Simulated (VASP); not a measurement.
# KTaO3 (Pm-3m) in VASP: a series of runs, part 2 of 2

VASP 6.6.1. The steps go on from the part before.

### Step 3. Single point, r2SCAN

This run uses another cell than the first one, of 12.95 Å³/atom.

The input, POSCAR:

```
KTaO3
1.0
    4.0159991000      0.0000000000      0.0000000000
    0.0000000000      4.0159991000      0.0000000000
    0.0000000000      0.0000000000      4.0159991000
K Ta O
1 1 3
Direct
    0.5000000000      0.5000000000      0.5000000000
    0.0000000000      0.0000000000      0.0000000000
    0.5000000000      0.0000000000      0.0000000000
    0.0000000000      0.5000000000      0.0000000000
    0.0000000000      0.0000000000      0.5000000000
```

The input, INCAR.step1:

```
SYSTEM = KTaO3
PREC = Accurate ; ENCUT = 770
ISMEAR = -1 ; SIGMA = 0.02
LREAL = .False. ; LASPH = .True.
NELM = 120 ; NBANDS = 28
GGA = PE ; ALGO = Normal
EDIFF = 1E-5 ; LWAVE = .True.
LCHARG = .False. ; GGA_COMPAT = .False.
```

The input, INCAR.step2:

```
SYSTEM = KTaO3
PREC = Accurate ; ENCUT = 770
EDIFF = 1E-6 ; ISMEAR = -1
SIGMA = 0.02 ; LREAL = .False.
LASPH = .True. ; NELM = 120
ALGO = Normal ; ISIF = 2
LWAVE = .False. ; LCHARG = .False.
METAGGA = R2SCAN ; LMIXTAU = .True.
NBANDS = 28 ; ISTART = 1
GGA_COMPAT = .False.
```

The input, KPOINTS:

```
Automatic mesh
0
Gamma
  8 8 8
  0 0 0
```

Potentials or basis: VASP PAW PBE potentials, release 64 (K_sv, Ta_sv_GW, O).

Launch:

```console
cat potpaw_PBE.64/K_sv/POTCAR potpaw_PBE.64/Ta_sv_GW/POTCAR potpaw_PBE.64/O/POTCAR > POTCAR
cp INCAR.step1 INCAR
mpirun -np 1 vasp_std > vasp.out
cp INCAR.step2 INCAR
mpirun -np 1 vasp_std > vasp.out
```

OUTCAR:

```text
SYSTEM = KTaO3
   PREC = Accurate
   ENCUT = 770
   EDIFF = 1E-6
   ISMEAR = -1
   LREAL = .False.
   LASPH = .True.
   NELM = 120
   ISIF = 2
   METAGGA = R2SCAN
   ISTART = 1

 ion  position               nearest neighbor table
   1  0.500  0.500  0.500-   3 2.84   4 2.84   5 2.84   3 2.84   4 2.84   3 2.84   5 2.84   3 2.84
                             4 2.84   5 2.84   4 2.84   5 2.84   2 3.48   2 3.48   2 3.48   2 3.48
   2  0.000  0.000  0.000-   3 2.01   4 2.01   5 2.01   5 2.01   4 2.01   3 2.01   1 3.48   1 3.48
                             1 3.48   1 3.48   1 3.48   1 3.48   1 3.48   1 3.48
   3  0.500  0.000  0.000-   2 2.01   2 2.01   1 2.84   1 2.84   1 2.84   1 2.84
   4  0.000  0.500  0.000-   2 2.01   2 2.01   1 2.84   1 2.84   1 2.84   1 2.84
   5  0.000  0.000  0.500-   2 2.01   2 2.01   1 2.84   1 2.84   1 2.84   1 2.84

  LATTYP: Found a simple cubic cell.
 ALAT       =     4.0159991000

  Lattice vectors:

 A1 = (   4.0159991000,   0.0000000000,   0.0000000000)
 A2 = (   0.0000000000,   4.0159991000,   0.0000000000)
 A3 = (   0.0000000000,   0.0000000000,   4.0159991000)

[... 180 lines left out ...]

 val. band max:        2.6508498971   @ k =   0.5000   0.5000   0.5000
 cond. band min:       5.2140063423   @ k =   0.0000   0.0000   0.0000
 fundamental gap:      2.5631564452
 Fermi energy:         3.3225361281

 k-point     1 :       0.0000    0.0000    0.0000
  band No.  band energies     occupation
      1     -67.0048      2.00000
      2     -32.6455      2.00000
      3     -32.6455      2.00000
      4     -32.6455      2.00000
      5     -25.7997      2.00000
      6     -15.8073      2.00000
[... 733 lines left out ...]
     27      14.0585      0.00000
     28      14.1325      0.00000

 [... further k-points ...]

------------------------ aborting loop because EDIFF is reached ----------------------------------------

  FORCE on cell =-STRESS in cart. coord.  units (eV):
  Direction    XX          YY          ZZ          XY          YZ          ZX
  --------------------------------------------------------------------------------------
  -------------------------------------------------------------------------------------
  Total       -1.5265084     -1.5265084     -1.5265084     -0.0000000      0.0000000     -0.0000000
  in kB      -37.7597378    -37.7597378    -37.7597378     -0.0000000      0.0000000     -0.0000000
  external PRESSURE =     -37.7597378 kB  Pullay stress =       0.0000000 kB

 VOLUME and BASIS-vectors are now :
 -----------------------------------------------------------------------------
  energy-cutoff  :      770.00
  volume of cell :       64.77
      direct lattice vectors                 reciprocal lattice vectors
     4.015999100  0.000000000  0.000000000     0.249004040  0.000000000  0.000000000
     0.000000000  4.015999100  0.000000000     0.000000000  0.249004040  0.000000000
     0.000000000  0.000000000  4.015999100     0.000000000  0.000000000  0.249004040

 POSITION                                       TOTAL-FORCE (eV/Angst)
 -----------------------------------------------------------------------------------
      2.00800      2.00800      2.00800         0.000000      0.000000      0.000000
      0.00000      0.00000      0.00000         0.000000      0.000000      0.000000
      2.00800      0.00000      0.00000         0.000000      0.000000      0.000000
      0.00000      2.00800      0.00000         0.000000      0.000000      0.000000
      0.00000      0.00000      2.00800         0.000000      0.000000      0.000000
 -----------------------------------------------------------------------------------
    total drift:                                0.000000      0.000000     -0.000000

  FREE ENERGIE OF THE ION-ELECTRON SYSTEM (eV)
  ---------------------------------------------------
  free  energy   TOTEN  =       -89.8014222756 eV

  energy  without entropy=      -89.8014222756  energy(sigma->0) =      -89.80142228
```

OSZICAR.step1:

```text
N       E                     dE             d eps       ncg     rms          rms(c)
DAV:   1     0.417878330082E+03    0.41788E+03   -0.28159E+04  1960   0.194E+03
DAV:   2    -0.277886273013E+02   -0.44567E+03   -0.42821E+03  2512   0.437E+02
DAV:   3    -0.533324165047E+02   -0.25544E+02   -0.25432E+02  2604   0.109E+02
[... 12 lines left out ...]
DAV:  16    -0.436509541182E+02    0.10661E-02   -0.39509E-03  2836   0.344E-01    0.896E-01
DAV:  17    -0.436509257287E+02    0.28389E-04   -0.45474E-04  2704   0.120E-01    0.252E+00
DAV:  18    -0.436508725205E+02    0.53208E-04   -0.12005E-04  2396   0.619E-02    0.184E+00
DAV:  19    -0.436508513367E+02    0.21184E-04   -0.40365E-05  2172   0.366E-02    0.438E-01
DAV:  20    -0.436508486985E+02    0.26382E-05   -0.82454E-06  1468   0.162E-02
   1 F= -.43650849E+02 E0= -.43650849E+02  d E =-.310924E-15
```

Run time: 3.3 min. Hardware: 1 thread of Intel Xeon Platinum 8488C (Sapphire Rapids), shared host; peak memory 0.3 GiB.

What came out:

| Quantity | Value |
| --- | --- |
| Free energy | -89.8014 eV |
| Pressure | -3.8 GPa |
| Band gap on the k mesh | 2.56 eV (least direct gap 3.22 eV) |

Caveat: the cell stands under tension; the PAW data sets were made with another functional, which shifts forces and pressure a little; spin-orbit coupling is left out, which moves the levels of the heavy elements.

### Step 4. Single point, r2SCAN

Edit POSCAR of step 3 so:

```diff
@@ -2,5 +2,5 @@
 1.0
-    4.0159991000      0.0000000000      0.0000000000
-    0.0000000000      4.0159991000      0.0000000000
-    0.0000000000      0.0000000000      4.0159991000
+    3.9895772878      0.0000000000      0.0000000000
+    0.0000000000      3.9895772878      0.0000000000
+    0.0000000000      0.0000000000      3.9895772878
 K Ta O
```

The input, INCAR.step1:

```
ALGO     = Normal         # electronic algorithm
EDIFF    = 1E-5           # SCF threshold, eV
ENCUT    = 770            # plane-wave cutoff, eV
GGA      = PE             # functional
GGA_COMPAT= F            
ISMEAR   = -1             # smearing method
LASPH    = T              # aspherical terms in the spheres
LCHARG   = F              # write CHGCAR
LREAL    = F              # projectors in reciprocal space
LWAVE    = T              # write WAVECAR
NBANDS   = 28             # bands
NELM     = 120            # most SCF steps
PREC     = Accurate       # precision mode
SIGMA    = 0.02           # smearing width, eV
```

The input, INCAR.step2:

```
ALGO     = Normal         # electronic algorithm
EDIFF    = 1E-6           # SCF threshold, eV
ENCUT    = 770            # plane-wave cutoff, eV
GGA_COMPAT= F            
ISIF     = 2              # what is computed and relaxed
ISMEAR   = -1             # smearing method
ISTART   = 1            
LASPH    = T              # aspherical terms in the spheres
LCHARG   = T              # write CHGCAR
LELF     = T              # ELF
LMIXTAU  = T            
LREAL    = F              # projectors in reciprocal space
LVHAR    = T            
LWAVE    = F              # write WAVECAR
METAGGA  = R2SCAN         # meta-GGA
NBANDS   = 28             # bands
NELM     = 120            # most SCF steps
PREC     = Accurate       # precision mode
SIGMA    = 0.02           # smearing width, eV
```

The input, KPOINTS:

```
k-points
0
Gamma
  8 8 8
```

Launch:

```console
cat potpaw_PBE.64/K_sv/POTCAR potpaw_PBE.64/Ta_sv_GW/POTCAR potpaw_PBE.64/O/POTCAR > POTCAR
cp INCAR.step1 INCAR
mpirun -np 1 vasp_std > vasp.out
cp INCAR.step2 INCAR
mpirun -np 1 vasp_std > vasp.out
```

Wall time 3.1 min (1 thread of Intel Xeon Platinum 8488C (Sapphire Rapids), shared host); peak memory 0.3 GiB.

The run converged. Its results:

```yaml
Free_energy: -89.8142 eV
Pressure: 0.3 GPa
Band_gap_on_the_k_mesh: 2.62 eV (least direct gap 3.27 eV)
```

Levels at points of the mesh, in eV from the valence-band top:
| k point | band 18 | band 19 | band 20 | band 21 | band 22 | band 23 |
| --- | --- | --- | --- | --- | --- | --- |
| (0.00, 0.00, 0.00) | -0.65 | -0.65 | -0.65 | 2.62 | 2.62 | 2.62 |
| (0.50, 0.00, 0.00) | -1.53 | -0.88 | -0.88 | 2.77 | 5.44 | 5.44 |
| (0.50, 0.50, 0.00) | -1.46 | -1.46 | -0.04 | 5.48 | 5.48 | 6.79 |
| (0.50, 0.50, 0.50) | 0.00 | 0.00 | 0.00 | 6.93 | 6.93 | 6.93 |

Caveat: the PAW data sets were made with another functional, which shifts forces and pressure a little; spin-orbit coupling is left out, which moves the levels of the heavy elements. r2SCAN opens gaps a little over a GGA but as a rule still falls short of measured ones.

### Step 5. The runs side by side

| task | potentials or basis | cell | cutoff (eV) | gap on the mesh (eV) | pressure (GPa) |
| --- | --- | --- | --- | --- | --- |
| relaxation of cell and atoms | VASP PAW PBE potentials, release 64 (K_sv, Ta_pv, O) | relaxed from a = 3.988 Å, 5 atoms | 600 | 2.59 | 0.0 |
| single point | VASP PAW PBE potentials, release 64 (K_sv, Ta_sv_GW, O) | a = 4.016 Å, 5 atoms | 770 | 2.56 | -3.8 |
| single point | VASP PAW PBE potentials, release 64 (K_sv, Ta_sv_GW, O) | a = 3.990 Å, 5 atoms | 770 | 2.62 | 0.3 |

Alike in all rows: level r2SCAN; no spin polarisation; k mesh 8 × 8 × 8; smearing fermi-dirac 0.02 eV.

Caveats: the PAW data sets were made with another functional, which shifts forces and pressure a little; spin-orbit coupling is left out, which moves the levels of the heavy elements; the cell stands under tension (at least some runs).

Absolute energies hang on the potentials; compare differences alone.
